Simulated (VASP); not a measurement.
# WC (P-6m2) in VASP: a series of runs

WC is run at these levels: PBE; tasks: single point.

Everything below comes from runs of VASP 6.6.1. Logs are shortened: lines on timing, memory, paths and dates and some standing lists are left out, and cuts for length are marked.

## (1) The cell of the first run

The structure is hexagonal, space group P-6m2 (No. 187). The conventional cell has a = 2.921 Å, b = 2.921 Å, c = 2.845 Å, α = 90.00°, β = 90.00°, γ = 120.00°. W (site symmetry -6m2) has 6 C at 2.21 Å and 8 W at 2.84 to 2.92 Å within 3.0 Å. Within 3.0 Å of C (site symmetry -6m2) lie 6 W at 2.21 Å and 8 C at 2.84 to 2.92 Å.

The cell was generated, and may not be a known phase.

## (2) Single point, PBE

Input file INCAR:

```
  PREC = Accurate
  ENCUT = 600
  EDIFF = 1E-6
  ISMEAR = 0
  SIGMA = 0.1
  LREAL = False
  LASPH = True
  NELM = 120
  ALGO = Normal
  ISIF = 2
  LWAVE = False
  LCHARG = True
  GGA = PE
  LELF = True
  LVHAR = True
  NBANDS = 16
  GGA_COMPAT = False
```

Input file KPOINTS:

```
Automatic mesh
0
Gamma
  6 6 6
```

Input file POSCAR:

```
WC
1.0
    2.9209239679      0.0000000000      0.0000000000
   -1.4604619839      2.5295943587      0.0000000000
    0.0000000000      0.0000000000      2.8445438359
W C
1 1
Direct
    0.0000000000      0.0000000000      0.0000000000
    0.3333333333      0.6666666667      0.5000000000
```

Potentials or basis: VASP PAW PBE potentials, release 64 (W_sv, C).

Command:

```console
> cat potpaw_PBE.64/W_sv/POTCAR potpaw_PBE.64/C/POTCAR > POTCAR
> mpirun -np 1 vasp_std > vasp.out
```

OUTCAR:

```text
PREC = Accurate
   ENCUT = 600
   EDIFF = 1E-6
   ISMEAR = 0
   LREAL = False
   LASPH = True
   NELM = 120
   ISIF = 2
   GGA = PE

 ion  position               nearest neighbor table
   1  0.000  0.000  0.000-   2 2.21   2 2.21   2 2.21   2 2.21   2 2.21   2 2.21
   2  0.333  0.667  0.500-   1 2.21   1 2.21   1 2.21   1 2.21   1 2.21   1 2.21

  LATTYP: Found a hexagonal cell.
 ALAT       =     2.9209239679
 C/A-ratio  =     0.9738506949

  Lattice vectors:

 A1 = (   2.9209239679,   0.0000000000,   0.0000000000)
 A2 = (  -1.4604619839,   2.5295943587,   0.0000000000)
 A3 = (   0.0000000000,   0.0000000000,   2.8445438359)

Analysis of symmetry for initial positions (statically):
=====================================================================
 Subroutine PRICEL returns:
 Original cell was already a primitive cell.

 Routine SETGRP: Setting up the symmetry group for a
 hexagonal supercell.

 Subroutine GETGRP returns: Found 12 space group operations
 (whereof 12 operations were pure point group operations)
 out of a pool of 24 trial point group operations.

The static configuration has the point symmetry D_3h.

Analysis of symmetry for dynamics (positions and initial velocities):
=====================================================================
 Subroutine PRICEL returns:
 Original cell was already a primitive cell.

 Routine SETGRP: Setting up the symmetry group for a
 hexagonal supercell.

 Subroutine GETGRP returns: Found 12 space group operations
 (whereof 12 operations were pure point group operations)
 out of a pool of 24 trial point group operations.

The dynamic configuration has the point symmetry D_3h.

 Subroutine INISYM returns: Found 12 space group operations
 (whereof 12 operations are pure point group operations),
 and found     1 'primitive' translations

----------------------------------------------------------------------------------------

                                     Primitive cell

  volume of cell :      21.0176

  direct lattice vectors                    reciprocal lattice vectors
     2.920923968  0.000000000  0.000000000     0.342357422  0.197660150  0.000000000
    -1.460461984  2.529594359  0.000000000     0.000000000  0.395320300  0.000000000
     0.000000000  0.000000000  2.844543836     0.000000000  0.000000000  0.351550216

  length of vectors
     2.920923968  2.920923968  2.844543836     0.395320300  0.395320300  0.351550216

  position of ions in fractional coordinates (direct lattice)
     0.000000000  0.000000000  0.000000000
     0.333333333  0.666666667  0.500000000

  ion indices of the primitive-cell ions
   primitive index   ion index
                 1           1
                 2           2

----------------------------------------------------------------------------------------

 KPOINTS: Automatic mesh

Automatic generation of k-mesh.
 Grid dimensions read from file:
 generate k-points for:    6    6    6

 Generating k-lattice:

  Cartesian coordinates                     Fractional coordinates (reciprocal lattice)
     0.057059570  0.032943358  0.000000000     0.166666667  0.000000000  0.000000000
     0.000000000  0.065886717  0.000000000     0.000000000  0.166666667  0.000000000
     0.000000000  0.000000000  0.058591703     0.000000000  0.000000000  0.166666667

  Length of vectors
     0.065886717  0.065886717  0.058591703

  Shift w.r.t. Gamma in fractional coordinates (k-lattice)
     0.000000000  0.000000000  0.000000000

 Subroutine IBZKPT returns following result:
 ===========================================

 Found     28 irreducible k-points:

 Following reciprocal coordinates:
            Coordinates               Weight
  0.000000  0.000000  0.000000      1.000000
  0.166667 -0.000000  0.000000      6.000000
  0.333333  0.000000  0.000000      6.000000
  0.500000  0.000000  0.000000      3.000000
  0.166667  0.166667  0.000000      6.000000
  0.333333  0.166667  0.000000     12.000000
[... 16 lines left out ...]
  0.166667 -0.000000  0.500000      6.000000
  0.333333  0.000000  0.500000      6.000000
 [... further k-points ...]
   k-points           NKPTS =     28   k-points in BZ     NKDIM =     28   number of bands    NBANDS=     16
   number of dos      NEDOS =    301   number of ions     NIONS =      2
   total plane-waves  NPLWV =  13824
   dimension x,y,z NGX =    24 NGY =   24 NGZ =   24
   dimension x,y,z NGXF=    48 NGYF=   48 NGZF=   48
   ions per type =               1   1
   NGX,Y,Z   is equivalent  to a cutoff of  13.66, 13.66, 14.03 a.u.
   NGXF,Y,Z  is equivalent  to a cutoff of  27.32, 27.32, 28.05 a.u.
 SYSTEM =  unknown system
   PREC   = accura    normal or accurate (medium, high low for compatibility)
   ISTART =      0    job   : 0-new  1-cont  2-samecut
   ICHARG =      2    charge: 1-file 2-atom 10-const
   ISPIN  =      1    spin polarized calculation?
   LNONCOLLINEAR =      F non collinear calculations
   LSORBIT =      F    spin-orbit coupling
   LASPH  =      T    aspherical Exc in radial PAW
   ENCUT  =  600.0 eV  44.10 Ry    6.64 a.u.   5.83  5.83  5.68*2*pi/ulx,y,z
   NELM   =    120;   NELMIN=  2; NELMDL= -5     # of ELM steps
   EDIFF  = 0.1E-05   stopping-criterion for ELM
   LREAL  =      F    real-space projection
   EDIFFG = 0.1E-04   stopping-criterion for IOM
   NSW    =      0    number of steps for IOM
   IBRION =     -1    ionic relax: 0-MD 1-quasi-New 2-CG
   NFREE  =      0    steps in history (QN), initial steepest desc. (CG)
   ISIF   =      2    stress and relaxation
   ISYM   =      2    0-nonsym 1-usesym 2-fastsym
   POTIM  = 0.5000    time-step for ionic-motion
   TEBEG  =    0.0;   TEEND  =   0.0 temperature during run
   PSTRESS=    0.0 pullay stress
   NELECT =      18.0000    total number of electrons
   NUPDOWN=      -1.0000    fix difference up-down
   EMIN   =  10.00;   EMAX   =-10.00  energy-range for DOS
   EFERMI =   0.00;   METHOD = LEGACY
   ISMEAR =     0;   SIGMA  =   0.10  broadening in eV -4-tet -1-fermi 0-gaus
   EFERMI_NEDOS =   21; number of points for ismear=-14 and -15
   IALGO  =     38    algorithm
   IMIX   =      4    mixing-type and parameters
     AMIX     =   0.40;   BMIX     =  1.00
     AMIX_MAG =   1.60;   BMIX_MAG =  1.00
  volume/ion in A,a.u.               =      10.51        70.92
  Fermi-wavevector in a.u.,A,eV,Ry     =   1.554668  2.937897 32.885193  2.416994
  Thomas-Fermi vector in A             =   2.658721
   LORBIT       =      0    0 simple, 1 ext, 2 COOP (PROOUT), +10 PAW based schemes
   GGA     = PE    functional components
   LHFCALC =     F    Hartree Fock is set to
   AEXX    =    0.0000 exact exchange contribution
   IVDW    =     0    specifies the selected vdW correction
   LEPSILON=     F    determine dielectric tensor
   LRPA    =     F    only Hartree local field effects (RPA)
 non-spin polarized calculation
 Gauss-broadening in eV      SIGMA  =   0.10
  energy-cutoff  :      600.00
  volume of cell :       21.02
 maximum number of plane-waves:       720
 NGX is ok and might be reduce to    24
   NGX = 11   NGY = 11   NGZ = 11

 number of electron      18.0000000 magnetization

 Free energy of the ion-electron system (eV)
  ---------------------------------------------------
  ext. energy  EPLUGINS =         0.00000000
  ---------------------------------------------------
  free energy    TOTEN  =       -22.44661410 eV

  energy without entropy =      -22.44315531  energy(sigma->0) =      -22.44488470

 E-fermi :  11.1445     XC(G=0): -13.7289

 val. band max:       11.0076532678   @ k =   0.0000   0.0000   0.0000
 cond. band min:      11.1579331290   @ k =   0.0000   0.0000   0.1667
 fundamental gap:      0.1502798611
 Fermi energy:        11.1444773827

 k-point     1 :       0.0000    0.0000    0.0000
  band No.  band energies     occupation
      1     -63.1385      2.00000
      2     -27.1157      2.00000
      3     -27.0235      2.00000
      4     -27.0235      2.00000
      5      -3.4529      2.00000
      6       6.6568      2.00000
[... 8 lines left out ...]
     15      25.1314      0.00000
     16      27.5052      0.00000

 k-point     2 :       0.1667   -0.0000    0.0000
  band No.  band energies     occupation
      1     -63.1250      2.00000
      2     -27.2245      2.00000
      3     -27.0897      2.00000
      4     -27.0694      2.00000
      5      -2.7688      2.00000
      6       6.2717      2.00000
[... 8 lines left out ...]
     15      24.4879      0.00000
     16      28.9167      0.00000

 k-point     3 :       0.3333    0.0000    0.0000
  band No.  band energies     occupation
      1     -63.0978      2.00000
      2     -27.6095      2.00000
      3     -27.1600      2.00000
      4     -27.0372      2.00000
      5      -1.1828      2.00000
      6       4.6811      2.00000
[... 8 lines left out ...]
     15      25.6795      0.00000
     16      27.4327      0.00000

 k-point     4 :       0.5000    0.0000    0.0000
  band No.  band energies     occupation
      1     -63.0842      2.00000
      2     -27.7944      2.00000
      3     -27.2047      2.00000
      4     -27.0108      2.00000
      5      -0.1551      2.00000
      6       3.9231      2.00000
[... 8 lines left out ...]
     15      23.5758      0.00000
     16      28.8203      0.00000
[... 324 lines left out ...]
 k-point    22 :       0.0000    0.0000    0.5000
  band No.  band energies     occupation
      1     -63.0994      2.00000
      2     -27.8318      2.00000
      3     -26.9583      2.00000
      4     -26.9583      2.00000
      5       0.5119      2.00000
      6       2.3308      2.00000
[... 8 lines left out ...]
     15      22.6138      0.00000
     16      28.1271      0.00000

 k-point    23 :       0.1667   -0.0000    0.5000
  band No.  band energies     occupation
      1     -63.0862      2.00000
      2     -27.7920      2.00000
      3     -27.1471      2.00000
      4     -27.0013      2.00000
      5       0.2938      2.00000
      6       3.1694      2.00000
[... 8 lines left out ...]
     15      24.0727      0.00000
     16      27.6638      0.00000

 k-point    24 :       0.3333    0.0000    0.5000
  band No.  band energies     occupation
      1     -63.0596      2.00000
      2     -27.7115      2.00000
      3     -27.5105      2.00000
      4     -27.0862      2.00000
      5      -0.1168      2.00000
      6       4.3865      2.00000
[... 8 lines left out ...]
     15      24.5844      0.00000
     16      27.8544      0.00000

 [... further k-points ...]

------------------------ aborting loop because EDIFF is reached ----------------------------------------

  FORCE on cell =-STRESS in cart. coord.  units (eV):
  Direction    XX          YY          ZZ          XY          YZ          ZX
  --------------------------------------------------------------------------------------
  -------------------------------------------------------------------------------------
  Total        0.2619401      0.2619401      0.0902244      0.0000000      0.0000000     -0.0000000
  in kB       19.9677343     19.9677343      6.8778171      0.0000000      0.0000000     -0.0000000
  external PRESSURE =      15.6044286 kB  Pullay stress =       0.0000000 kB

 VOLUME and BASIS-vectors are now :
 -----------------------------------------------------------------------------
  energy-cutoff  :      600.00
  volume of cell :       21.02
      direct lattice vectors                 reciprocal lattice vectors
     2.920923968  0.000000000  0.000000000     0.342357422  0.197660150  0.000000000
    -1.460461984  2.529594359  0.000000000     0.000000000  0.395320300  0.000000000
     0.000000000  0.000000000  2.844543836     0.000000000  0.000000000  0.351550216

 POSITION                                       TOTAL-FORCE (eV/Angst)
 -----------------------------------------------------------------------------------
      0.00000      0.00000      0.00000        -0.000000      0.000000      0.000000
     -0.00000      1.68640      1.42227         0.000000      0.000000      0.000000
 -----------------------------------------------------------------------------------
    total drift:                               -0.000000      0.000000     -0.000000

  FREE ENERGIE OF THE ION-ELECTRON SYSTEM (eV)
  ---------------------------------------------------
  free  energy   TOTEN  =       -22.4466140967 eV

  energy  without entropy=      -22.4431553105  energy(sigma->0) =      -22.44488470
```

Wall time 4.8 s (1 thread of Intel Xeon Platinum 8488C (Sapphire Rapids), shared host); peak memory 0.14 GiB.

What came out:

- Free energy: -22.4466 eV
- Pressure: 1.6 GPa
- Band gap on the k mesh: zero (bands 9 and 10 overlap by 1.20 eV)

Caveat: the k points lie up to 0.41 Å⁻¹ apart, too coarse for converged energies and pressures of a metal; spin-orbit coupling is left out, which moves the levels of the heavy elements.

## (3) Single point, PBE

This run uses another cell than the first one, of 10.54 Å³/atom.

Input file INCAR:

```
PREC = Accurate
ENCUT = 600
EDIFF = 1E-6
ISMEAR = 0
SIGMA = 0.1
LREAL = False
LASPH = True
NELM = 120
ALGO = Normal
ISIF = 2
LWAVE = False
LCHARG = False
GGA = PE
NBANDS = 16
GGA_COMPAT = False
```

Input file KPOINTS:

```
regular mesh
0
Gamma
  6 6 6
```

Input file POSCAR:

```
WC
1.0
    2.9260641946      0.0000000000      0.0000000000
   -1.4630320973      2.5340459256      0.0000000000
    0.0000000000      0.0000000000      2.8416869016
W C
1 1
Direct
    0.0000000000      0.0000000000      0.0000000000
    0.6666666667      0.3333333333      0.5000000000
```

Potentials or basis: VASP PAW PBE potentials, release 64 (W_sv, C).

Command:

```console
> cat potpaw_PBE.64/W_sv/POTCAR potpaw_PBE.64/C/POTCAR > POTCAR
> mpirun -np 1 vasp_std > vasp.out
```

OUTCAR:

```text
PREC = Accurate
   ENCUT = 600
   EDIFF = 1E-6
   ISMEAR = 0
   LREAL = False
   LASPH = True
   NELM = 120
   ISIF = 2
   GGA = PE

 ion  position               nearest neighbor table
   1  0.000  0.000  0.000-   2 2.21   2 2.21   2 2.21   2 2.21   2 2.21   2 2.21
   2  0.667  0.333  0.500-   1 2.21   1 2.21   1 2.21   1 2.21   1 2.21   1 2.21

  LATTYP: Found a hexagonal cell.
 ALAT       =     2.9260641946
 C/A-ratio  =     0.9711635537

  Lattice vectors:

[... 643 lines left out ...]

------------------------ aborting loop because EDIFF is reached ----------------------------------------

  FORCE on cell =-STRESS in cart. coord.  units (eV):
  Direction    XX          YY          ZZ          XY          YZ          ZX
  --------------------------------------------------------------------------------------
  -------------------------------------------------------------------------------------
  Total        0.0862153      0.0862153      0.1453150      0.0000000      0.0000000      0.0000000
  in kB        6.5557228      6.5557228     11.0495947      0.0000000      0.0000000      0.0000000
  external PRESSURE =       8.0536801 kB  Pullay stress =       0.0000000 kB

 VOLUME and BASIS-vectors are now :
 -----------------------------------------------------------------------------
  energy-cutoff  :      600.00
  volume of cell :       21.07
      direct lattice vectors                 reciprocal lattice vectors
     2.926064195  0.000000000  0.000000000     0.341756002  0.197312920  0.000000000
    -1.463032097  2.534045926  0.000000000     0.000000000  0.394625839  0.000000000
     0.000000000  0.000000000  2.841686902     0.000000000  0.000000000  0.351903653

 POSITION                                       TOTAL-FORCE (eV/Angst)
 -----------------------------------------------------------------------------------
      0.00000      0.00000      0.00000        -0.000000      0.000000      0.000000
      1.46303      0.84468      1.42084         0.000000     -0.000000      0.000000
 -----------------------------------------------------------------------------------
    total drift:                                0.000000     -0.000000      0.000000

  FREE ENERGIE OF THE ION-ELECTRON SYSTEM (eV)
  ---------------------------------------------------
  free  energy   TOTEN  =       -22.4471735620 eV

  energy  without entropy=      -22.4435454022  energy(sigma->0) =      -22.44535948
```

OSZICAR:

```text
N       E                     dE             d eps       ncg     rms          rms(c)
DAV:   1     0.112240815002E+03    0.11224E+03   -0.10334E+04   896   0.137E+03
DAV:   2    -0.223936999894E+02   -0.13463E+03   -0.13106E+03  1112   0.354E+02
DAV:   3    -0.255228839732E+02   -0.31292E+01   -0.31195E+01   920   0.502E+01
DAV:   4    -0.255394570101E+02   -0.16573E-01   -0.16572E-01  1224   0.418E+00
DAV:   5    -0.255395955660E+02   -0.13856E-03   -0.13855E-03   920   0.356E-01    0.315E+01
DAV:   6    -0.225371835692E+02    0.30024E+01   -0.58224E+00  1056   0.258E+01    0.814E+00
DAV:   7    -0.224764145784E+02    0.60769E-01   -0.41931E-01   952   0.504E+00    0.604E+00
DAV:   8    -0.224480189134E+02    0.28396E-01   -0.65969E-02   952   0.234E+00    0.102E+00
DAV:   9    -0.224472375783E+02    0.78134E-03   -0.23110E-03   920   0.478E-01    0.121E-01
DAV:  10    -0.224471729970E+02    0.64581E-04   -0.30203E-04  1104   0.195E-01    0.231E-02
DAV:  11    -0.224471740156E+02   -0.10186E-05   -0.87504E-06   952   0.301E-02    0.921E-03
DAV:  12    -0.224471735620E+02    0.45363E-06   -0.72787E-07   792   0.988E-03
   1 F= -.22447174E+02 E0= -.22445359E+02  d E =-.362816E-02
```

stdout:

```text
POSCAR found type information on POSCAR W C
 POSCAR found :  2 types and       2 ions
 scaLAPACK will be used
 LDA part: xc-table for (Slater+PW92), standard interpolation
 POSCAR, INCAR and KPOINTS ok, starting setup
 FFT: planning ... GRIDC
 FFT: planning ... GRID_SOFT
 FFT: planning ... GRID
 WAVECAR not read
 entering main loop
```

It took 4.8 s on 1 thread of Intel Xeon Platinum 8488C (Sapphire Rapids), shared host; peak memory 0.14 GiB.

Results:

```yaml
Free_energy: -22.4472 eV
Pressure: 0.8 GPa
Band_gap_on_the_k_mesh: zero (bands 9 and 10 overlap by 1.22 eV)
```

Stress tensor (GPa, compression positive):
```
0.66 0.00 0.00
0.00 0.66 0.00
0.00 0.00 1.10
```

Caveat: the k points lie up to 0.41 Å⁻¹ apart, too coarse for converged energies and pressures of a metal; spin-orbit coupling is left out, which moves the levels of the heavy elements.

## (4) Single point, PBE

This run uses another cell than the first one, of 10.38 Å³/atom.

Input file INCAR:

```
ALGO = Normal
EDIFF = 1E-6
ENCUT = 600
GGA = PE
GGA_COMPAT = F
ISIF = 2
ISMEAR = 0
LASPH = T
LCHARG = T
LELF = T
LREAL = F
LVHAR = T
LWAVE = F
NBANDS = 16
NELM = 120
PREC = Accurate
SIGMA = 0.1
```

Input file KPOINTS:

```
k-points
0
Gamma
  6 6 6
```

Input file POSCAR:

```
WC
1.0
    2.9065000100      0.0000000000      0.0000000000
   -1.4532500100      2.5171028500      0.0000000000
    0.0000000000      0.0000000000      2.8366000700
W C
1 1
Direct
    0.0000000000      0.0000000000      0.0000000000
    0.6666666700      0.3333333300      0.5000000000
```

Command:

```console
> cat potpaw_PBE.64/W_sv/POTCAR potpaw_PBE.64/C/POTCAR > POTCAR
> mpirun -np 1 vasp_std > vasp.out
```

Run time: 4.9 s. Hardware: 1 thread of Intel Xeon Platinum 8488C (Sapphire Rapids), shared host; peak memory 0.12 GiB.

It converged, with:

| Item | Value |
| --- | --- |
| Free energy | -22.4392 eV |
| Pressure | 6.6 GPa |
| Band gap on the k mesh | zero (bands 9 and 10 overlap by 1.20 eV) |

Stress tensor (GPa, compression positive):
```
7.30 0.00 0.00
0.00 7.30 0.00
0.00 0.00 5.20
```

Levels at points of the mesh, in eV from the Fermi level:
```tsv
k point	band 7	band 8	band 9	band 10	band 11	band 12
(0.00, 0.00, 0.00)	-3.58	-3.58	-0.16	2.98	2.98	5.38
(0.50, 0.00, 0.00)	-3.87	-3.82	-0.71	2.09	4.28	4.63
(0.00, 0.00, 0.50)	-2.26	-2.26	-0.84	-0.84	3.42	4.28
(0.50, 0.00, 0.50)	-4.56	-4.44	0.03	4.18	5.05	6.39
```

Caveat: the k points lie up to 0.42 Å⁻¹ apart, too coarse for converged energies and pressures of a metal; spin-orbit coupling is left out, which moves the levels of the heavy elements.

(Part 1 of 2 ends here.)

The gap in the log of VASP goes by the Fermi energy; the results here count the filled bands.